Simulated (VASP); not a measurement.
# Eu (Im-3m) in VASP: single point with PBE

Aim: the single point of Eu with PBE.

Everything below comes from runs of VASP 6.6.1. Logs are shortened: lines on timing, memory, paths and dates and some standing lists are left out, and cuts for length are marked.

**1. The cell of the first run**

It takes space group Im-3m (No. 229, cubic). Conventional cell: a = 4.584 Å, b = 4.584 Å, c = 4.584 Å, α = 90.00°, β = 90.00°, γ = 90.00°. Within 5.2 Å of Eu (site symmetry m-3m) lie 14 Eu at 3.97 to 4.58 Å.

**2. Single point, PBE, collinear spin, antiferromagnetic start**

Input file POSCAR:

```
Eu
1.0
    0.0000000000      0.0000000000     -4.5844624600
    4.5844624600     -4.5844624600      0.0000000000
   -2.2922312300     -2.2922312300      2.2922312300
Eu
2
Direct
    0.0000000000      0.0000000000      0.0000000000
    0.5000000000      0.5000000000      0.0000000000
```

Input file INCAR.step1:

```
SYSTEM = Eu
ALGO = Normal
EDIFF = 1E-7
ENCUT = 520
GGA = PE
ISIF = 2
ISMEAR = 0
ISPIN = 2
LASPH = .TRUE.
LCHARG = .TRUE.
LMAXMIX = 6
LREAL = .FALSE.
LWAVE = .FALSE.
MAGMOM = 7 -7
NBANDS = 28
NELM = 150
PREC = Accurate
SIGMA = 0.09
```

Input file KPOINTS.step1:

```
k-points
0
G
  7 4 7
  0 0 0
```

Input file INCAR.step2:

```
SYSTEM = Eu
ALGO = Normal
EDIFF = 1E-7
ENCUT = 520
GGA = PE
ICHARG = 11
ISIF = 2
ISMEAR = -5
ISPIN = 2
LASPH = .TRUE.
LCHARG = .FALSE.
LMAXMIX = 6
LORBIT = 10
LREAL = .FALSE.
LWAVE = .FALSE.
MAGMOM = 7 -7
NEDOS = 2001
NELM = 150
PREC = Accurate
SIGMA = 0.09
```

Input file KPOINTS.step2:

```
k-points
0
G
  11 6 11
  0 0 0
```

Potentials or basis: VASP PAW PBE potentials, release 64 (Eu).

Run with:

```console
$ cat potpaw_PBE.64/Eu/POTCAR > POTCAR
$ cp INCAR.step1 INCAR
$ cp KPOINTS.step1 KPOINTS
$ mpirun -np 1 vasp_std > vasp.out
$ cp INCAR.step2 INCAR
$ cp KPOINTS.step2 KPOINTS
$ mpirun -np 1 vasp_std > vasp.out
```

OUTCAR:

```text
SYSTEM = Eu
   EDIFF = 1E-7
   ENCUT = 520
   GGA = PE
   ICHARG = 11
   ISIF = 2
   ISMEAR = -5
   ISPIN = 2
   LASPH = .TRUE.
   LORBIT = 10
   LREAL = .FALSE.
   NELM = 150
   PREC = Accurate

 ion  position               nearest neighbor table
   1  0.000  0.000  0.000-
   2  0.500  0.500  0.000-

  LATTYP: Found a base centered orthorhombic cell.
 ALAT       =     4.5844624600
 B/A-ratio  =     1.4142135624
 C/A-ratio  =     1.4142135624

  Lattice vectors:

 A1 = (   2.2922312300,   2.2922312300,   2.2922312300)
 A2 = (  -2.2922312300,  -2.2922312300,   2.2922312300)
 A3 = (   4.5844624600,  -4.5844624600,   0.0000000000)

Analysis of symmetry for initial positions (statically):
=====================================================================
 Subroutine PRICEL returns following result:

  LATTYP: Found a body centered cubic cell.
 ALAT       =     4.5844624600

  Lattice vectors:

 A1 = (   2.2922312300,   2.2922312300,  -2.2922312300)
 A2 = (   2.2922312300,  -2.2922312300,   2.2922312300)
 A3 = (  -2.2922312300,  -2.2922312300,  -2.2922312300)

   2 primitive cells build up your supercell.

 Routine SETGRP: Setting up the symmetry group for a
 base centered orthorhombic supercell.

 Subroutine GETGRP returns: Found  8 space group operations
 (whereof  8 operations were pure point group operations)
 out of a pool of  8 trial point group operations.

The static configuration has the point symmetry D_2h.

Analysis of symmetry for dynamics (positions and initial velocities):
=====================================================================
 Subroutine PRICEL returns following result:

  LATTYP: Found a body centered cubic cell.
 ALAT       =     4.5844624600

  Lattice vectors:

 A1 = (   2.2922312300,   2.2922312300,  -2.2922312300)
 A2 = (   2.2922312300,  -2.2922312300,   2.2922312300)
 A3 = (  -2.2922312300,  -2.2922312300,  -2.2922312300)

   2 primitive cells build up your supercell.

 Routine SETGRP: Setting up the symmetry group for a
 base centered orthorhombic supercell.

 Subroutine GETGRP returns: Found  8 space group operations
 (whereof  8 operations were pure point group operations)
 out of a pool of  8 trial point group operations.

The dynamic configuration has the point symmetry D_2h.

Analysis of structural, dynamic, and magnetic symmetry:
=====================================================================
 Subroutine PRICEL returns following result:

  LATTYP: Found a body centered cubic cell.
 ALAT       =     4.5844624600

  Lattice vectors:

 A1 = (   2.2922312300,   2.2922312300,  -2.2922312300)
 A2 = (   2.2922312300,  -2.2922312300,   2.2922312300)
 A3 = (  -2.2922312300,  -2.2922312300,  -2.2922312300)

   2 primitive cells build up your supercell.

 Routine SETGRP: Setting up the symmetry group for a
 base centered orthorhombic supercell.

 Subroutine GETGRP returns: Found  8 space group operations
 (whereof  8 operations were pure point group operations)
 out of a pool of  8 trial point group operations.

The overall configuration has the point symmetry D_2h.

 Subroutine INISYM returns: Found  8 space group operations
 (whereof  8 operations are pure point group operations),
 and found     2 'primitive' translations

----------------------------------------------------------------------------------------

                                     Primitive cell

  volume of cell :      48.1765

  direct lattice vectors                    reciprocal lattice vectors
     2.292231230  2.292231230 -2.292231230     0.218128081  0.000000000 -0.218128081
     2.292231230 -2.292231230  2.292231230     0.218128081 -0.218128081  0.000000000
    -2.292231230 -2.292231230 -2.292231230     0.000000000 -0.218128081 -0.218128081

  length of vectors
     3.970260953  3.970260953  3.970260953     0.308479691  0.308479691  0.308479691

  position of ions in fractional coordinates (direct lattice)
     0.000000000  0.000000000  0.000000000

  ion indices of the primitive-cell ions
   primitive index   ion index
                 1           1

----------------------------------------------------------------------------------------

 KPOINTS: k-points

Automatic generation of k-mesh.
 Grid dimensions read from file:
 generate k-points for:   11    6   11

 Generating k-lattice:

  Cartesian coordinates                     Fractional coordinates (reciprocal lattice)
    -0.009914913 -0.009914913 -0.019829826     0.090909091  0.000000000  0.000000000
     0.018177340 -0.018177340  0.000000000     0.000000000  0.166666667  0.000000000
    -0.019829826 -0.019829826  0.000000000     0.000000000  0.000000000  0.090909091

  Length of vectors
     0.024286477  0.025706641  0.028043608

  Shift w.r.t. Gamma in fractional coordinates (k-lattice)
     0.000000000  0.000000000  0.000000000

 TETIRR: Found   1839 inequivalent tetrahedra from     4356

 Subroutine IBZKPT returns following result:
 ===========================================

 Found    144 irreducible k-points:

 Following reciprocal coordinates:
            Coordinates               Weight
  0.000000  0.000000  0.000000      1.000000
  0.090909  0.000000  0.000000      4.000000
  0.181818  0.000000  0.000000      4.000000
  0.272727  0.000000  0.000000      4.000000
  0.363636  0.000000  0.000000      4.000000
  0.454545  0.000000  0.000000      4.000000
[... 16 lines left out ...]
  0.363636  0.500000 -0.000000      4.000000
  0.454545  0.500000 -0.000000      4.000000
 [... further k-points ...]
   k-points           NKPTS =    144   k-points in BZ     NKDIM =    144   number of bands    NBANDS=     21
   number of dos      NEDOS =   2001   number of ions     NIONS =      2
   total plane-waves  NPLWV =  51840
   dimension x,y,z NGX =    36 NGY =   48 NGZ =   30
   dimension x,y,z NGXF=    72 NGYF=   96 NGZF=   60
   ions per type =               2
   NGX,Y,Z   is equivalent  to a cutoff of  13.05, 12.31, 12.56 a.u.
   NGXF,Y,Z  is equivalent  to a cutoff of  26.11, 24.62, 25.12 a.u.
 SYSTEM =  Eu
   PREC   = accura    normal or accurate (medium, high low for compatibility)
   ISTART =      0    job   : 0-new  1-cont  2-samecut
   ICHARG =     11    charge: 1-file 2-atom 10-const
   ISPIN  =      2    spin polarized calculation?
   LNONCOLLINEAR =      F non collinear calculations
   LSORBIT =      F    spin-orbit coupling
   LASPH  =      T    aspherical Exc in radial PAW
   ENCUT  =  520.0 eV  38.22 Ry    6.18 a.u.   8.52 12.05  7.38*2*pi/ulx,y,z
   NELM   =    150;   NELMIN=  2; NELMDL=  0     # of ELM steps
   EDIFF  = 0.1E-06   stopping-criterion for ELM
   LREAL  =      F    real-space projection
   EDIFFG = 0.1E-05   stopping-criterion for IOM
   NSW    =      0    number of steps for IOM
   IBRION =     -1    ionic relax: 0-MD 1-quasi-New 2-CG
   NFREE  =      0    steps in history (QN), initial steepest desc. (CG)
   ISIF   =      2    stress and relaxation
   ISYM   =      2    0-nonsym 1-usesym 2-fastsym
   POTIM  = 0.5000    time-step for ionic-motion
   TEBEG  =    0.0;   TEEND  =   0.0 temperature during run
   PSTRESS=    0.0 pullay stress
   NELECT =      34.0000    total number of electrons
   NUPDOWN=      -1.0000    fix difference up-down
   EMIN   =  10.00;   EMAX   =-10.00  energy-range for DOS
   EFERMI =   0.00;   METHOD = LEGACY
   ISMEAR =    -5;   SIGMA  =   0.09  broadening in eV -4-tet -1-fermi 0-gaus
   EFERMI_NEDOS =   21; number of points for ismear=-14 and -15
   IALGO  =     38    algorithm
   IMIX   =      4    mixing-type and parameters
     AMIX     =   0.40;   BMIX     =  1.00
     AMIX_MAG =   1.60;   BMIX_MAG =  1.00
  volume/ion in A,a.u.               =      48.18       325.11
  Fermi-wavevector in a.u.,A,eV,Ry     =   1.156856  2.186141 18.208899  1.338316
  Thomas-Fermi vector in A             =   2.293473
   LORBIT       =     10    0 simple, 1 ext, 2 COOP (PROOUT), +10 PAW based schemes
   GGA     = PE    functional components
   LHFCALC =     F    Hartree Fock is set to
   AEXX    =    0.0000 exact exchange contribution
   IVDW    =     0    specifies the selected vdW correction
   LEPSILON=     F    determine dielectric tensor
   LRPA    =     F    only Hartree local field effects (RPA)
 spin polarized calculation
 Fermi weights with tetrahedron method with Bloechl corrections
  energy-cutoff  :      520.00
  volume of cell :       96.35
 maximum number of plane-waves:      2632
 NGX is ok and might be reduce to    36

 number of electron      34.0000006 magnetization       0.0000000

 Free energy of the ion-electron system (eV)
  ---------------------------------------------------
  ext. energy  EPLUGINS =         0.00000000
  ---------------------------------------------------
  free energy    TOTEN  =       -22.78151209 eV

  energy without entropy =      -22.78151209  energy(sigma->0) =      -22.78151209

 E-fermi :   1.5696     XC(G=0):  -8.2973

 val. band max:        1.6300322577   @ k =   0.0909   0.5000   0.4545
 cond. band min:       1.5328456266   @ k =   0.0909   0.0000   0.2727
 fundamental gap:     -0.0971866311
 Fermi energy:         1.5695613882

 spin component 1

 k-point     1 :       0.0000    0.0000    0.0000
  band No.  band energies     occupation
      1     -40.0631      1.00000
      2     -36.9304      1.00000
      3     -18.8643      1.00000
      4     -18.7736      1.00000
      5     -18.7284      1.00000
      6     -16.5827      1.00000
[... 565 lines left out ...]
     20       2.6746      0.00000
     21       2.7845      0.00000

 [... further k-points ...]

 spin component 2

 k-point     1 :       0.0000    0.0000    0.0000
  band No.  band energies     occupation
      1     -40.0631      1.00000
      2     -36.9304      1.00000
      3     -18.8643      1.00000
      4     -18.7736      1.00000
      5     -18.7284      1.00000
      6     -16.5827      1.00000
[... 565 lines left out ...]
     20       2.6746      0.00000
     21       2.7845      0.00000

 [... further k-points ...]

------------------------ aborting loop because EDIFF is reached ----------------------------------------

  FORCE on cell =-STRESS in cart. coord.  units (eV):
  Direction    XX          YY          ZZ          XY          YZ          ZX
  --------------------------------------------------------------------------------------
  -------------------------------------------------------------------------------------
  Total       -1.0087914     -1.0087914     -1.0522693     -0.2241445      0.0000000      0.0000000
  in kB      -16.7743891    -16.7743891    -17.4973480     -3.7271203      0.0000000      0.0000000
  external PRESSURE =     -17.0153754 kB  Pullay stress =       0.0000000 kB

 VOLUME and BASIS-vectors are now :
 -----------------------------------------------------------------------------
  energy-cutoff  :      520.00
  volume of cell :       96.35
      direct lattice vectors                 reciprocal lattice vectors
     0.000000000  0.000000000 -4.584462460    -0.109064041 -0.109064041 -0.218128081
     4.584462460 -4.584462460  0.000000000     0.109064041 -0.109064041  0.000000000
    -2.292231230 -2.292231230  2.292231230    -0.218128081 -0.218128081  0.000000000

 POSITION                                       TOTAL-FORCE (eV/Angst)
 -----------------------------------------------------------------------------------
      0.00000      0.00000      0.00000        -0.000000     -0.000000      0.000000
      2.29223     -2.29223     -2.29223         0.000000      0.000000     -0.000000
 -----------------------------------------------------------------------------------
    total drift:                                0.000000     -0.000000     -0.000000

  FREE ENERGIE OF THE ION-ELECTRON SYSTEM (eV)
  ---------------------------------------------------
  free  energy   TOTEN  =       -22.7815120891 eV

  energy  without entropy=      -22.7815120891  energy(sigma->0) =      -22.78151209

 total charge

# of ion       s       p       d       f       tot
--------------------------------------------------
    1        2.081   5.718   0.234   6.693  14.726
    2        2.081   5.718   0.234   6.693  14.726
--------------------------------------------------
tot          4.162  11.436   0.469  13.385  29.452

 magnetization (x)

# of ion       s       p       d       f       tot
--------------------------------------------------
    1        0.000  -0.108   0.088   6.689   6.670
    2       -0.000   0.108  -0.088  -6.689  -6.670
--------------------------------------------------
tot          0.000   0.000   0.000   0.000   0.000
```

Run time: 20 min. Hardware: 1 thread of Intel Xeon 6975P-C (Granite Rapids), shared host; peak memory 0.6 GiB.

Results:

- Net moment: 0.00 μB per cell
- Site moments: Eu +6.67, -6.67 μB
- Valence electrons inside the program's atomic spheres: Eu 14.73

Levels at points of the mesh, in eV from the Fermi level:
Spin up:
```tsv
k point	band 15	band 16	band 17	band 18	band 19	band 20
(0.00, 0.00, 0.00)	-0.27	-0.26	-0.26	0.84	0.89	2.19
(0.00, 0.50, 0.00)	-0.29	-0.26	-0.26	1.07	1.12	1.75
```
Spin down:
```csv
k point,band 14,band 15,band 16,band 17,band 18,band 19,band 20,band 21
"(0.00, 0.00, 0.00)",-0.28,-0.27,-0.26,-0.26,0.84,0.89,2.21,2.25
"(0.00, 0.50, 0.00)",-0.29,-0.29,-0.26,-0.26,1.07,1.12,1.75,2.02
```

Caveat: spin-orbit coupling is left out, which moves the levels of the heavy elements; semilocal functionals describe open f shells poorly, which spoils levels, moments and volumes; tetrahedron occupations give inexact forces and stress in metals. The state reached can hang on the start; a lower one may exist.
